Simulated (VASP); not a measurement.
# Mg2B (I4/m) in VASP: notebook

The runs below take Mg2B through single point, relaxation of cell and atoms, with PBE.

Everything below comes from runs of VASP 6.6.1. Logs are shortened: lines on timing, memory, paths and dates and some standing lists are left out, and cuts for length are marked.

## Step 1: The cell of the first run

Symmetry: I4/m, No. 87, tetragonal system. Conventional cell: a = 5.945 Å, b = 5.945 Å, c = 5.241 Å, α = 90.00°, β = 90.00°, γ = 90.00°. Mg (site symmetry m) has 4 B at 2.48 to 2.70 Å and 7 Mg at 2.88 to 3.30 Å within 3.3 Å. Within 2.2 Å of B (site symmetry 4) lie 1 B at 1.68 Å.

## Step 2: Single point, PBE

Input file INCAR:

```
SYSTEM = Mg2B
PREC = Accurate ; ENCUT = 520
EDIFF = 1E-6 ; ISMEAR = 0
SIGMA = 0.1 ; LREAL = .False.
LASPH = .True. ; NELM = 100
ALGO = Fast ; ISIF = 2
LWAVE = .False. ; LCHARG = .True.
GGA = PE ; LELF = .True.
LVHAR = .True. ; NBANDS = 16
```

Input file KPOINTS:

```
regular mesh
0
Gamma
  10 10 10
  0 0 0
```

Input file POSCAR:

```
Mg2B
1.0
   -2.9723831680      2.9723831680      2.6203665164
    2.9723831680     -2.9723831680      2.6203665164
    2.9723831680      2.9723831680     -2.6203665164
Mg B
4 2
Direct
    0.3026241921      0.1609984691      0.4636226613
    0.8390015309      0.3026241921      0.1416257230
    0.6973758079      0.8390015309      0.5363773387
    0.1609984691      0.6973758079      0.8583742770
    0.3392886044      0.3392886044      0.0000000000
    0.6607113956      0.6607113956      0.0000000000
```

Potentials or basis: VASP PAW PBE potentials, release 64 (Mg, B).

Command:

```bash
cat potpaw_PBE.64/Mg/POTCAR potpaw_PBE.64/B/POTCAR > POTCAR
mpirun -np 1 vasp_std > vasp.out
```

OUTCAR:

```text
SYSTEM = Mg2B
   PREC = Accurate
   ENCUT = 520
   EDIFF = 1E-6
   ISMEAR = 0
   LREAL = .False.
   LASPH = .True.
   NELM = 100
   ISIF = 2
   GGA = PE

 ion  position               nearest neighbor table
   1  0.303  0.161  0.464-   5 2.48   6 2.48   6 2.70   5 2.70   2 2.88   4 2.88   3 2.89   3 2.89
                             3 3.03   2 3.30   4 3.30   4 3.38   2 3.38   4 3.38   2 3.38
   2  0.839  0.303  0.142-   5 2.48   6 2.48   5 2.70   6 2.70   1 2.88   3 2.88   4 2.89   4 2.89
                             4 3.03   1 3.30   3 3.30   3 3.38   1 3.38   3 3.38   1 3.38
   3  0.697  0.839  0.536-   6 2.48   5 2.48   5 2.70   6 2.70   4 2.88   2 2.88   1 2.89   1 2.89
                             1 3.03   4 3.30   2 3.30   2 3.38   4 3.38   2 3.38   4 3.38
   4  0.161  0.697  0.858-   5 2.48   6 2.48   5 2.70   6 2.70   3 2.88   1 2.88   2 2.89   2 2.89
                             2 3.03   3 3.30   1 3.30   1 3.38   3 3.38   1 3.38   3 3.38
   5  0.339  0.339  0.000-   6 1.68   1 2.48   3 2.48   2 2.48   4 2.48   4 2.70   2 2.70   3 2.70
                             1 2.70
   6  0.661  0.661  0.000-   5 1.68   3 2.48   1 2.48   2 2.48   4 2.48   2 2.70   4 2.70   1 2.70
                             3 2.70

  LATTYP: Found a body centered tetragonal cell.
 ALAT       =     5.9447663360
 C/A-ratio  =     0.8815709040

  Lattice vectors:

 A1 = (  -2.9723831680,   2.9723831680,   2.6203665164)
 A2 = (   2.9723831680,  -2.9723831680,   2.6203665164)
 A3 = (   2.9723831680,   2.9723831680,  -2.6203665164)

Analysis of symmetry for initial positions (statically):
=====================================================================
 Subroutine PRICEL returns:
 Original cell was already a primitive cell.

 Routine SETGRP: Setting up the symmetry group for a
 body centered tetragonal supercell.

 Subroutine GETGRP returns: Found  8 space group operations
 (whereof  8 operations were pure point group operations)
 out of a pool of 16 trial point group operations.

The static configuration has the point symmetry C_4h.

Analysis of symmetry for dynamics (positions and initial velocities):
=====================================================================
 Subroutine PRICEL returns:
 Original cell was already a primitive cell.

 Routine SETGRP: Setting up the symmetry group for a
 body centered tetragonal supercell.

 Subroutine GETGRP returns: Found  8 space group operations
 (whereof  8 operations were pure point group operations)
 out of a pool of 16 trial point group operations.

The dynamic configuration has the point symmetry C_4h.

 Subroutine INISYM returns: Found  8 space group operations
 (whereof  8 operations are pure point group operations),
 and found     1 'primitive' translations

----------------------------------------------------------------------------------------

                                     Primitive cell

  volume of cell :      92.6044

  direct lattice vectors                    reciprocal lattice vectors
    -2.972383168  2.972383168  2.620366516     0.000000000  0.168215190  0.190813001
     2.972383168 -2.972383168  2.620366516     0.168215190  0.000000000  0.190813001
     2.972383168  2.972383168 -2.620366516     0.168215190  0.168215190  0.000000000

  length of vectors
     4.953427508  4.953427508  4.953427508     0.254373646  0.254373646  0.237892203

  position of ions in fractional coordinates (direct lattice)
     0.302624192  0.160998469  0.463622661
     0.839001531  0.302624192  0.141625723
     0.697375808  0.839001531  0.536377339
     0.160998469  0.697375808  0.858374277
     0.339288604  0.339288604  0.000000000
     0.660711396  0.660711396  0.000000000

  ion indices of the primitive-cell ions
   primitive index   ion index
                 1           1
                 2           2
                 3           3
                 4           4
                 5           5
                 6           6

----------------------------------------------------------------------------------------

 KPOINTS: regular mesh

Automatic generation of k-mesh.
 Grid dimensions read from file:
 generate k-points for:   10   10   10

 Generating k-lattice:

  Cartesian coordinates                     Fractional coordinates (reciprocal lattice)
     0.000000000  0.016821519  0.019081300     0.100000000 -0.000000000  0.000000000
     0.016821519  0.000000000  0.019081300    -0.000000000  0.100000000  0.000000000
     0.016821519  0.016821519  0.000000000     0.000000000  0.000000000  0.100000000

  Length of vectors
     0.025437365  0.025437365  0.023789220

  Shift w.r.t. Gamma in fractional coordinates (k-lattice)
     0.000000000  0.000000000  0.000000000

 Subroutine IBZKPT returns following result:
 ===========================================

 Found    144 irreducible k-points:

 Following reciprocal coordinates:
            Coordinates               Weight
  0.000000  0.000000  0.000000      1.000000
  0.100000 -0.000000  0.000000      8.000000
  0.200000 -0.000000  0.000000      8.000000
  0.300000 -0.000000  0.000000      8.000000
  0.400000 -0.000000  0.000000      8.000000
  0.500000  0.000000  0.000000      4.000000
[... 16 lines left out ...]
  0.200000  0.200000  0.000000      8.000000
  0.300000  0.200000  0.000000      8.000000
 [... further k-points ...]
   k-points           NKPTS =    144   k-points in BZ     NKDIM =    144   number of bands    NBANDS=     16
   number of dos      NEDOS =    301   number of ions     NIONS =      6
   total plane-waves  NPLWV =  64000
   dimension x,y,z NGX =    40 NGY =   40 NGZ =   40
   dimension x,y,z NGXF=    80 NGYF=   80 NGZF=   80
   ions per type =               4   2
   NGX,Y,Z   is equivalent  to a cutoff of  13.42, 13.42, 13.42 a.u.
   NGXF,Y,Z  is equivalent  to a cutoff of  26.85, 26.85, 26.85 a.u.
 SYSTEM =  Mg2B
   PREC   = accura    normal or accurate (medium, high low for compatibility)
   ISTART =      0    job   : 0-new  1-cont  2-samecut
   ICHARG =      2    charge: 1-file 2-atom 10-const
   ISPIN  =      1    spin polarized calculation?
   LNONCOLLINEAR =      F non collinear calculations
   LSORBIT =      F    spin-orbit coupling
   LASPH  =      T    aspherical Exc in radial PAW
   ENCUT  =  520.0 eV  38.22 Ry    6.18 a.u.   9.21  9.21  9.21*2*pi/ulx,y,z
   NELM   =    100;   NELMIN=  2; NELMDL= -5     # of ELM steps
   EDIFF  = 0.1E-05   stopping-criterion for ELM
   LREAL  =      F    real-space projection
   EDIFFG = 0.1E-04   stopping-criterion for IOM
   NSW    =      0    number of steps for IOM
   IBRION =     -1    ionic relax: 0-MD 1-quasi-New 2-CG
   NFREE  =      0    steps in history (QN), initial steepest desc. (CG)
   ISIF   =      2    stress and relaxation
   ISYM   =      2    0-nonsym 1-usesym 2-fastsym
   POTIM  = 0.5000    time-step for ionic-motion
   TEBEG  =    0.0;   TEEND  =   0.0 temperature during run
   PSTRESS=    0.0 pullay stress
   NELECT =      14.0000    total number of electrons
   NUPDOWN=      -1.0000    fix difference up-down
   EMIN   =  10.00;   EMAX   =-10.00  energy-range for DOS
   EFERMI =   0.00;   METHOD = LEGACY
   ISMEAR =     0;   SIGMA  =   0.10  broadening in eV -4-tet -1-fermi 0-gaus
   EFERMI_NEDOS =   21; number of points for ismear=-14 and -15
   IALGO  =     68    algorithm
   IMIX   =      4    mixing-type and parameters
     AMIX     =   0.40;   BMIX     =  1.00
     AMIX_MAG =   1.60;   BMIX_MAG =  1.00
  volume/ion in A,a.u.               =      15.43       104.15
  Fermi-wavevector in a.u.,A,eV,Ry     =   0.872115  1.648058 10.348376  0.760584
  Thomas-Fermi vector in A             =   1.991318
   LORBIT       =      0    0 simple, 1 ext, 2 COOP (PROOUT), +10 PAW based schemes
   GGA     = PE    functional components
   LHFCALC =     F    Hartree Fock is set to
   AEXX    =    0.0000 exact exchange contribution
   IVDW    =     0    specifies the selected vdW correction
   LEPSILON=     F    determine dielectric tensor
   LRPA    =     F    only Hartree local field effects (RPA)
 non-spin polarized calculation
 RMM-DIIS sequential band-by-band and
 Gauss-broadening in eV      SIGMA  =   0.10
  energy-cutoff  :      520.00
  volume of cell :       92.60
 maximum number of plane-waves:      2516
 NGX is ok and might be reduce to    40
   NGX = 19   NGY = 19   NGZ = 19

 number of electron      14.0000000 magnetization

 Free energy of the ion-electron system (eV)
  ---------------------------------------------------
  ext. energy  EPLUGINS =         0.00000000
  ---------------------------------------------------
  free energy    TOTEN  =       -17.83481273 eV

  energy without entropy =      -17.82730539  energy(sigma->0) =      -17.83105906

 E-fermi :   3.6997     XC(G=0):  -9.4866

 val. band max:        3.6984322921   @ k =   0.5000   0.3000   0.0000
 cond. band min:       3.7002427210   @ k =  -0.1000  -0.4000   0.1000
 fundamental gap:      0.0018104288
 Fermi energy:         3.6996611832

 k-point     1 :       0.0000    0.0000    0.0000
  band No.  band energies     occupation
      1      -6.2341      2.00000
      2      -0.6289      2.00000
      3       0.5454      2.00000
      4       1.0847      2.00000
      5       1.0847      2.00000
      6       2.8908      2.00000
[... 8 lines left out ...]
     15      10.9653      0.00000
     16      11.2859      0.00000

 k-point     2 :       0.1000   -0.0000    0.0000
  band No.  band energies     occupation
      1      -6.1702      2.00000
      2      -0.9374      2.00000
      3       0.6620      2.00000
      4       0.9818      2.00000
      5       1.1317      2.00000
      6       2.9277      2.00000
[... 8 lines left out ...]
     15      11.0475      0.00000
     16      11.0816      0.00000

 k-point     3 :       0.2000   -0.0000    0.0000
  band No.  band energies     occupation
      1      -5.9872      2.00000
      2      -1.5122      2.00000
      3       0.5405      2.00000
      4       0.7578      2.00000
      5       1.3499      2.00000
      6       2.5523      2.00000
[... 8 lines left out ...]
     15      10.2668      0.00000
     16      11.3084      0.00000

 k-point     4 :       0.3000   -0.0000    0.0000
  band No.  band energies     occupation
      1      -5.7178      2.00000
      2      -2.1046      2.00000
      3       0.3588      2.00000
      4       0.5365      2.00000
      5       1.0972      2.00000
      6       2.3647      2.00000
[... 8 lines left out ...]
     15      10.4690      0.00000
     16      11.2292      0.00000

 k-point     5 :       0.4000   -0.0000    0.0000
  band No.  band energies     occupation
      1      -5.4416      2.00000
      2      -2.5894      2.00000
      3       0.2646      2.00000
      4       0.3900      2.00000
      5       0.7017      2.00000
      6       2.1207      2.00000
[... 8 lines left out ...]
     15      10.1775      0.00000
     16      10.5852      0.00000

 k-point     6 :       0.5000    0.0000    0.0000
  band No.  band energies     occupation
      1      -5.3126      2.00000
      2      -2.7909      2.00000
      3       0.2534      2.00000
      4       0.3521      2.00000
      5       0.5180      2.00000
      6       2.0340      2.00000
[... 8 lines left out ...]
     15      10.6978      0.00000
     16      11.4218      0.00000
[... 267 lines left out ...]
 k-point    21 :      -0.1000    0.2000    0.0000
  band No.  band energies     occupation
      1      -6.0672      2.00000
      2      -1.1555      2.00000
      3       0.2394      2.00000
      4       0.8628      2.00000
      5       1.1752      2.00000
      6       2.7706      2.00000
[... 8 lines left out ...]
     15      10.1489      0.00000
     16      11.1845      0.00000

 k-point    22 :      -0.1000    0.1000    0.0000
  band No.  band energies     occupation
      1      -6.1807      2.00000
      2      -0.7826      2.00000
      3       0.4502      2.00000
      4       0.8745      2.00000
      5       1.1134      2.00000
      6       3.0066      2.00000
[... 8 lines left out ...]
     15      10.0402      0.00000
     16      11.6459      0.00000

 k-point    23 :       0.2000    0.2000    0.0000
  band No.  band energies     occupation
      1      -5.5525      2.00000
      2      -2.3592      2.00000
      3      -0.0632      2.00000
      4       0.2463      2.00000
      5       1.4867      2.00000
      6       2.4893      2.00000
[... 8 lines left out ...]
     15      10.3914      0.00000
     16      11.0770      0.00000

 k-point    24 :       0.3000    0.2000    0.0000
  band No.  band energies     occupation
      1      -5.3300      2.00000
      2      -2.5995      2.00000
      3      -0.6556      2.00000
      4       0.1884      2.00000
      5       1.4135      2.00000
      6       2.6030      2.00000
[... 8 lines left out ...]
     15      10.5585      0.00000
     16      11.0328      0.00000

 [... further k-points ...]
[... 5 lines left out ...]
  --------------------------------------------------------------------------------------
  -------------------------------------------------------------------------------------
  Total       -0.1001602     -0.1001602     -0.0978014     -0.0000000      0.0000000      0.0000000
  in kB       -1.7329020     -1.7329020     -1.6920919     -0.0000002      0.0000000      0.0000000
  external PRESSURE =      -1.7192986 kB  Pullay stress =       0.0000000 kB

 VOLUME and BASIS-vectors are now :
 -----------------------------------------------------------------------------
  energy-cutoff  :      520.00
  volume of cell :       92.60
      direct lattice vectors                 reciprocal lattice vectors
    -2.972383168  2.972383168  2.620366516     0.000000000  0.168215190  0.190813001
     2.972383168 -2.972383168  2.620366516     0.168215190  0.000000000  0.190813001
     2.972383168  2.972383168 -2.620366516     0.168215190  0.168215190  0.000000000

 POSITION                                       TOTAL-FORCE (eV/Angst)
 -----------------------------------------------------------------------------------
      0.95710      1.79903     -0.00000         0.002166     -0.000654     -0.000000
     -1.17335      2.01528      2.62037        -0.000654     -0.002166     -0.000000
      2.01528      1.17335      2.62037        -0.002166      0.000654     -0.000000
      4.14574      0.95710      0.00000         0.000654      0.002166     -0.000000
      0.00000      0.00000      1.77812         0.000000      0.000000     -0.013394
      0.00000      0.00000      3.46261        -0.000000     -0.000000      0.013394
 -----------------------------------------------------------------------------------
    total drift:                               -0.000000     -0.000000      0.000000

  FREE ENERGIE OF THE ION-ELECTRON SYSTEM (eV)
  ---------------------------------------------------
  free  energy   TOTEN  =       -17.8348127339 eV

  energy  without entropy=      -17.8273053873  energy(sigma->0) =      -17.83105906
```

It took 91 s on 1 thread of Intel Xeon 6975P-C (Granite Rapids), shared host; peak memory 0.37 GiB.

What came out:

| Item | Value |
| --- | --- |
| Free energy | -17.8348 eV |
| Pressure | -0.2 GPa |
| Largest force | 0.013 eV/Å |
| Band gap on the k mesh | zero (band 7 reaches 5.60 eV, above the bottom of band 8 at 2.81 eV) |

Forces on the atoms (eV/Å):
```
Mg   0.002 -0.001  0.000
Mg  -0.001 -0.002  0.000
Mg  -0.002  0.001  0.000
Mg   0.001  0.002  0.000
B    0.000  0.000 -0.013
B    0.000  0.000  0.013
```

## Step 3: Relaxation of cell and atoms, PBE

Input file INCAR:

```
SYSTEM = Mg2B
PREC = Accurate
ENCUT = 600
EDIFF = 1E-6
ISMEAR = 0
SIGMA = 0.1
LREAL = .FALSE.
LASPH = .TRUE.
NELM = 80
ALGO = Fast
ISIF = 3
LWAVE = .FALSE.
LCHARG = .FALSE.
GGA = PE
IBRION = 2
NSW = 100
EDIFFG = -0.01
```

Input file KPOINTS:

```
regular mesh
0
G
  10 10 10
  0 0 0
```

Input file POSCAR:

```
Mg2B
1.0
   -2.9701547628      2.9701547628      2.6198898504
    2.9701547628     -2.9701547628      2.6198898504
    2.9701547628      2.9701547628     -2.6198898504
Mg B
4 2
Direct
    0.3023971652      0.1610339887      0.4634311539
    0.8389660113      0.3023971652      0.1413631766
    0.6976028348      0.8389660113      0.5365688461
    0.1610339887      0.6976028348      0.8586368234
    0.3389136547      0.3389136547      0.0000000000
    0.6610863453      0.6610863453      0.0000000000
```

Potentials or basis: VASP PAW PBE potentials, release 64 (Mg, B).

Command:

```bash
cat potpaw_PBE.64/Mg/POTCAR potpaw_PBE.64/B/POTCAR > POTCAR
mpirun -np 1 vasp_std > vasp.out
```

Wall time 1.7 min (1 thread of Intel Xeon 6975P-C (Granite Rapids), shared host); peak memory 0.39 GiB.

The run converged. Its results:

| Property | Result |
| --- | --- |
| Free energy | -17.8366 eV |
| Relaxed volume | 15.39 Å³/atom |
| Relaxed cell | a = 4.949 Å, b = 4.949 Å, c = 4.949 Å, α = 106.25°, β = 106.25°, γ = 116.12° |
| Space group after relaxing (to 0.05 Å) | I4/m (No. 87) |
| Energy gained by relaxing | 0.0 meV/atom |
| Ionic steps | 3 |
| Pressure after relaxing | 0.0 GPa |
| Largest force after relaxing | 0.006 eV/Å |
| Band gap on the k mesh | zero (band 7 reaches 5.63 eV, above the bottom of band 8 at 2.82 eV) |

Forces on the atoms (eV/Å):
```
Mg   0.000  0.006  0.000
Mg   0.006  0.000  0.000
Mg   0.000 -0.006  0.000
Mg  -0.006  0.000  0.000
B    0.000  0.000 -0.005
B    0.000  0.000  0.005
```

Final structure:
```
Mg B
1.0
    -2.96956    2.96956    2.61828
     2.96956   -2.96956    2.61828
     2.96956    2.96956   -2.61828
Mg B
4 2
Direct
  0.30243 0.16106 0.46349
  0.83894 0.30243 0.14137
  0.69757 0.83894 0.53651
  0.16106 0.69757 0.85863
  0.33909 0.33909 0.00000
  0.66091 0.66091 0.00000
```

Levels at points of the mesh, in eV from the Fermi level:
| k point | band 5 | band 6 | band 7 | band 8 | band 9 | band 10 |
| --- | --- | --- | --- | --- | --- | --- |
| (0.00, 0.00, 0.00) | -2.62 | -0.81 | -0.33 | -0.33 | 0.57 | 1.87 |
| (0.50, 0.00, 0.00) | -3.18 | -1.67 | -0.29 | 0.66 | 1.84 | 3.70 |
| (0.50, 0.50, 0.00) | -2.32 | -1.38 | 0.40 | 1.05 | 1.42 | 2.47 |
| (0.50, 0.50, 0.50) | -3.77 | -3.16 | 1.91 | 2.00 | 2.00 | 3.21 |
